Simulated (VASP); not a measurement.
# Sn in VASP: settings compared, part 2 of 2

VASP 6.6.1.

### Step 3. Single point, PBEsol (34.48 Å³/atom)

This run uses another cell than the first one, of 34.48 Å³/atom.

Input file INCAR:

```
PREC     = Accurate       # precision mode
ENCUT    = 520            # plane-wave cutoff, eV
EDIFF    = 1E-6           # SCF threshold, eV
ISMEAR   = -1             # smearing method
SIGMA    = 0.05           # smearing width, eV
LREAL    = F              # projectors in reciprocal space
LASPH    = T              # aspherical terms in the spheres
NELM     = 80             # most SCF steps
ALGO     = Fast           # electronic algorithm
ISIF     = 2              # what is computed and relaxed
LWAVE    = F              # write WAVECAR
LCHARG   = T              # write CHGCAR
GGA      = PS             # functional
LELF     = T              # ELF
LVHAR    = T            
NBANDS   = 21             # bands
```

Input file KPOINTS:

```
Automatic mesh
0
Gamma
  7 7 7
```

Input file POSCAR:

```
Sn
1.0
    0.0000000000      3.2547562903      3.2547562903
    3.2547562903      0.0000000000      3.2547562903
    3.2547562903      3.2547562903      0.0000000000
Sn
2
Direct
    0.7500000000      0.7500000000      0.7500000000
    0.5000000000      0.5000000000      0.5000000000
```

Potentials or basis: VASP PAW PBE potentials, release 64 (Sn_d).

On the command line:

```
$ cat potpaw_PBE.64/Sn_d/POTCAR > POTCAR
$ mpirun -np 1 vasp_std > vasp.out
```

OUTCAR:

```text
PREC = Accurate
   ENCUT = 520
   EDIFF = 1E-6
   ISMEAR = -1
   LREAL = F
   LASPH = T
   NELM = 80
   ISIF = 2
   GGA = PS

 ion  position               nearest neighbor table
   1  0.750  0.750  0.750-   2 2.82   2 2.82   2 2.82   2 2.82
   2  0.500  0.500  0.500-   1 2.82   1 2.82   1 2.82   1 2.82

  LATTYP: Found a face centered cubic cell.
 ALAT       =     6.5095125806

  Lattice vectors:

 A1 = (   0.0000000000,   3.2547562903,   3.2547562903)
 A2 = (   3.2547562903,   0.0000000000,   3.2547562903)
 A3 = (   3.2547562903,   3.2547562903,   0.0000000000)

Analysis of symmetry for initial positions (statically):
=====================================================================
 Subroutine PRICEL returns:
 Original cell was already a primitive cell.

 Routine SETGRP: Setting up the symmetry group for a
 face centered cubic supercell.

 Subroutine GETGRP returns: Found 48 space group operations
 (whereof 24 operations were pure point group operations)
 out of a pool of 48 trial point group operations.

The static configuration has the point symmetry T_d .
 The point group associated with its full space group is O_h .

Analysis of symmetry for dynamics (positions and initial velocities):
=====================================================================
 Subroutine PRICEL returns:
 Original cell was already a primitive cell.

 Routine SETGRP: Setting up the symmetry group for a
 face centered cubic supercell.

 Subroutine GETGRP returns: Found 48 space group operations
 (whereof 24 operations were pure point group operations)
 out of a pool of 48 trial point group operations.

The dynamic configuration has the point symmetry T_d .
 The point group associated with its full space group is O_h .

 Subroutine INISYM returns: Found 48 space group operations
[... 104 lines left out ...]
   NUPDOWN=      -1.0000    fix difference up-down
   EMIN   =  10.00;   EMAX   =-10.00  energy-range for DOS
   EFERMI =   0.00;   METHOD = LEGACY
   ISMEAR =    -1;   SIGMA  =   0.05  broadening in eV -4-tet -1-fermi 0-gaus
   EFERMI_NEDOS =   21; number of points for ismear=-14 and -15
   IALGO  =     68    algorithm
   IMIX   =      4    mixing-type and parameters
     AMIX     =   0.40;   BMIX     =  1.00
     AMIX_MAG =   1.60;   BMIX_MAG =  1.00
  volume/ion in A,a.u.               =      34.48       232.68
  Fermi-wavevector in a.u.,A,eV,Ry     =   1.212269  2.290856 19.995072  1.469596
  Thomas-Fermi vector in A             =   2.347758
   LORBIT       =      0    0 simple, 1 ext, 2 COOP (PROOUT), +10 PAW based schemes
   GGA     = PS    functional components
   LHFCALC =     F    Hartree Fock is set to
   AEXX    =    0.0000 exact exchange contribution
   IVDW    =     0    specifies the selected vdW correction
   LEPSILON=     F    determine dielectric tensor
   LRPA    =     F    only Hartree local field effects (RPA)
 non-spin polarized calculation
 RMM-DIIS sequential band-by-band and
  energy-cutoff  :      520.00
  volume of cell :       68.96
 maximum number of plane-waves:      1875
 NGX is ok and might be reduce to    36
   NGX = 17   NGY = 17   NGZ = 17

 number of electron      27.9999995 magnetization

 Free energy of the ion-electron system (eV)
  ---------------------------------------------------
  ext. energy  EPLUGINS =         0.00000000
  ---------------------------------------------------
  free energy    TOTEN  =        -8.44737079 eV

  energy without entropy =       -8.44501650  energy(sigma->0) =       -8.44619364

 E-fermi :   5.3060     XC(G=0):  -9.0230

 val. band max:        5.1338367788   @ k =   0.1429   0.0000   0.0000
 cond. band min:       5.3471011053   @ k =   0.4286   0.0000   0.0000
 fundamental gap:      0.2132643265
 Fermi energy:         5.3060481340

 k-point     1 :       0.0000    0.0000    0.0000
  band No.  band energies     occupation
      1     -16.1844      2.00000
      2     -16.1844      2.00000
      3     -16.1844      2.00000
      4     -16.1253      2.00000
      5     -16.1253      2.00000
      6     -15.8211      2.00000
[... 469 lines left out ...]
     20      14.0452      0.00000
     21      15.7548      0.00000

------------------------ aborting loop because EDIFF is reached ----------------------------------------

  FORCE on cell =-STRESS in cart. coord.  units (eV):
  Direction    XX          YY          ZZ          XY          YZ          ZX
  --------------------------------------------------------------------------------------
  -------------------------------------------------------------------------------------
  Total        0.2216009      0.2216009      0.2216009      0.0000000      0.0000000     -0.0000000
  in kB        5.1486882      5.1486882      5.1486882      0.0000000      0.0000000     -0.0000000
  external PRESSURE =       5.1486882 kB  Pullay stress =       0.0000000 kB

 VOLUME and BASIS-vectors are now :
 -----------------------------------------------------------------------------
  energy-cutoff  :      520.00
  volume of cell :       68.96
      direct lattice vectors                 reciprocal lattice vectors
     0.000000000  3.254756290  3.254756290    -0.153621333  0.153621333  0.153621333
     3.254756290  0.000000000  3.254756290     0.153621333 -0.153621333  0.153621333
     3.254756290  3.254756290  0.000000000     0.153621333  0.153621333 -0.153621333

 POSITION                                       TOTAL-FORCE (eV/Angst)
 -----------------------------------------------------------------------------------
      4.88213      4.88213      4.88213        -0.000000      0.000000     -0.000000
      3.25476      3.25476      3.25476         0.000000     -0.000000      0.000000
 -----------------------------------------------------------------------------------
    total drift:                                0.000000      0.000000      0.000000

  FREE ENERGIE OF THE ION-ELECTRON SYSTEM (eV)
  ---------------------------------------------------
  free  energy   TOTEN  =        -8.4473707930 eV

  energy  without entropy=       -8.4450164957  energy(sigma->0) =       -8.44619364
```

stdout:

```text
POSCAR found type information on POSCAR Sn
 POSCAR found :  1 types and       2 ions
 scaLAPACK will be used
 -----------------------------------------------------------------------------
|                                                                             |
|                                                                             |
|     You enforced a specific xc type in the INCAR file but a different       |
|     I HOPE YOU KNOW WHAT YOU ARE DOING!                                     |
|                                                                             |
 -----------------------------------------------------------------------------

 LDA part: xc-table for (Slater+PW92), standard interpolation
 POSCAR, INCAR and KPOINTS ok, starting setup
 FFT: planning ... GRIDC
 FFT: planning ... GRID_SOFT
 FFT: planning ... GRID
 WAVECAR not read
 entering main loop
```

Wall time 45 s (1 thread of Intel Xeon Platinum 8259CL at 2.50GHz (Skylake/Cascade Lake), shared host); peak memory 0.2 GiB.

What came out:

* Free energy: -8.4474 eV
* Pressure: 0.5 GPa
* Band gap on the k mesh: zero (bands 14 and 15 overlap by 0.13 eV)

Caveat: the PAW data sets were made with another functional, which shifts forces and pressure a little; spin-orbit coupling is left out, which moves the levels of the heavy elements.

### Step 4. Single point, PBEsol (35.16 Å³/atom)

This run uses another cell than the first one, of 35.16 Å³/atom.

Input file INCAR:

```
SYSTEM = Sn
PREC     = Accurate       ! precision mode
ENCUT    = 520            ! plane-wave cutoff, eV
EDIFF    = 1E-6           ! SCF threshold, eV
ISMEAR   = -1             ! smearing method
SIGMA    = 0.05           ! smearing width, eV
LREAL    = .False.        ! projectors in reciprocal space
LASPH    = .True.         ! aspherical terms in the spheres
NELM     = 100            ! most SCF steps
ALGO     = Normal         ! electronic algorithm
ISIF     = 2              ! what is computed and relaxed
LWAVE    = .False.        ! write WAVECAR
LCHARG   = .False.        ! write CHGCAR
GGA      = PS             ! functional
NBANDS   = 21             ! bands
```

Input file KPOINTS:

```
Automatic mesh
0
Gamma
  7 7 7
  0 0 0
```

Input file POSCAR:

```
Sn
1.0
    0.0000000000      3.2758916636      3.2758916636
    3.2758916636      0.0000000000      3.2758916636
    3.2758916636      3.2758916636      0.0000000000
Sn
2
Direct
    0.7500000000      0.7500000000      0.7500000000
    0.5000000000      0.5000000000      0.5000000000
```

On the command line:

```
$ cat potpaw_PBE.64/Sn_d/POTCAR > POTCAR
$ mpirun -np 1 vasp_std > vasp.out
```

It took 39 s on 1 thread of Intel Xeon Platinum 8259CL at 2.50GHz (Skylake/Cascade Lake), shared host; peak memory 0.2 GiB.

It converged, with:

* Free energy: -8.4490 eV
* Pressure: -0.3 GPa
* Band gap on the k mesh: zero (bands 14 and 15 overlap by 0.17 eV)

Levels at points of the mesh, in eV from the Fermi level:
```tsv
k point	band 11	band 12	band 13	band 14	band 15	band 16	band 17	band 18
(0.00, 0.00, 0.00)	-10.33	-0.78	0.20	0.20	0.20	2.26	2.26	2.26
```

Caveat: the PAW data sets were made with another functional, which shifts forces and pressure a little; spin-orbit coupling is left out, which moves the levels of the heavy elements.

### Step 5. Single point, PBEsol (atoms moved at random)

Input file INCAR:

```
  PREC = Accurate
  ENCUT = 520
  EDIFF = 1E-6
  ISMEAR = -1
  SIGMA = 0.05
  LREAL = False
  LASPH = True
  NELM = 80
  ALGO = Fast
  ISIF = 2
  LWAVE = False
  LCHARG = False
  GGA = PS
  NBANDS = 21
```

Input file KPOINTS:

```
regular mesh
0
Gamma
  7 7 7
```

Input file POSCAR:

```
Sn
1.0
    0.0000000000      3.2333428000      3.2333428000
    3.2333428000      0.0000000000      3.2333428000
    3.2333428000      3.2333428000      0.0000000000
Sn
2
Direct
    0.7513240000      0.7590190000      0.7625880000
    0.4946710000      0.5090020000      0.5000090000
```

On the command line:

```
$ cat potpaw_PBE.64/Sn_d/POTCAR > POTCAR
$ mpirun -np 1 vasp_std > vasp.out
```

Wall time 5.3 min (1 thread of Intel Xeon Platinum 8259CL at 2.50GHz (Skylake/Cascade Lake), shared host); peak memory 0.34 GiB.

Results (log left out):

```yaml
Free_energy: -8.4161 eV
Pressure: 1.6 GPa
Largest_force: 0.556 eV/Å
Band_gap_on_the_k_mesh: zero (bands 14 and 15 overlap by 0.19 eV)
```

Forces in eV/Å, atoms in the order of the input:
```
Sn  -0.289 -0.460 -0.117
Sn   0.289  0.460  0.117
```

Stress tensor (GPa, compression positive):
```
 1.63 -0.42 -1.42
-0.42  1.58 -0.90
-1.42 -0.90  1.66
```

Levels at points of the mesh, in eV from the Fermi level:
```csv
k point,band 11,band 12,band 13,band 14,band 15,band 16,band 17,band 18
"(0.00, 0.00, 0.00)",-10.66,-0.57,-0.08,0.07,0.41,1.97,2.24,2.37
```

Caveat: the cell differs from its parent crystal (atoms moved at random); the PAW data sets were made with another functional, which shifts forces and pressure a little; spin-orbit coupling is left out, which moves the levels of the heavy elements.

### Step 6. Single point, HF

This run uses another cell than the first one, of 33.13 Å³/atom.

Input file POSCAR:

```
Sn
1.0
    0.0000000000      3.2116418589      3.2116418589
    3.2116418589      0.0000000000      3.2116418589
    3.2116418589      3.2116418589      0.0000000000
Sn
2
Direct
    0.7500000000      0.7500000000      0.7500000000
    0.5000000000      0.5000000000      0.5000000000
```

Input file INCAR.step1:

```
  ALGO = Normal
  EDIFF = 1E-5
  ENCUT = 520
  GGA = PE
  ISIF = 2
  ISMEAR = -1
  LASPH = T
  LCHARG = F
  LREAL = F
  LWAVE = T
  NBANDS = 21
  NELM = 80
  PREC = Accurate
  SIGMA = 0.05
```

Input file INCAR.step2:

```
  AEXX = 1.0
  AGGAC = 0.0
  ALDAC = 0.0
  ALGO = Normal
  EDIFF = 1E-6
  ENCUT = 520
  GGA = PE
  ISIF = 2
  ISMEAR = -1
  ISTART = 1
  LASPH = T
  LCHARG = F
  LHFCALC = T
  LREAL = F
  LWAVE = F
  NBANDS = 21
  NELM = 80
  PREC = Accurate
  PRECFOCK = Normal
  SIGMA = 0.05
```

Input file KPOINTS:

```
k-points
0
Gamma
  4 4 4
```

Potentials or basis: VASP PAW PBE potentials, release 64 (Sn_d).

On the command line:

```
$ cat potpaw_PBE.64/Sn_d/POTCAR > POTCAR
$ cp INCAR.step1 INCAR
$ mpirun -np 1 vasp_std > vasp.out
$ cp INCAR.step2 INCAR
$ mpirun -np 1 vasp_std > vasp.out
```

Wall time 46 min (1 thread of Oxide Virtual Turin-like, shared host); peak memory 0.18 GiB.

The run converged, but its numbers aren't listed here, since they failed a check.

Caveat: the k points lie up to 0.42 Å⁻¹ apart; the mesh shows a gap though the element is a metal; the PAW data sets were made with another functional, which shifts forces and pressure a little; spin-orbit coupling is left out, which moves the levels of the heavy elements.

### Step 7. The runs side by side

| task | level | cell | cutoff (eV) | gap on the mesh (eV) | pressure (GPa) |
| --- | --- | --- | --- | --- | --- |
| relaxation of cell and atoms | PBE+D4 | relaxed from a = 4.573 Å, angles 60.0°, 2 atoms, atomic positions A | 600 | none | 0.0 |
| single point | PBEsol | a = 4.603 Å, angles 60.0°, 2 atoms, atomic positions A | 520 | none | 0.5 |
| single point | PBEsol | a = 4.633 Å, angles 60.0°, 2 atoms, atomic positions A | 520 | none | -0.3 |
| single point | PBEsol | a = 4.573 Å, angles 60.0°, 2 atoms, atomic positions B | 520 | none | 1.6 |

Alike in all rows: potentials or basis VASP PAW PBE potentials, release 64 (Sn_d); no spin polarisation; k mesh 7 × 7 × 7; smearing fermi-dirac 0.05 eV.

Caveats: spin-orbit coupling is left out, which moves the levels of the heavy elements; the PAW data sets were made with another functional, which shifts forces and pressure a little (at least some runs).

Total energies depend on the potentials used, so only differences within one code and one set of settings carry meaning.
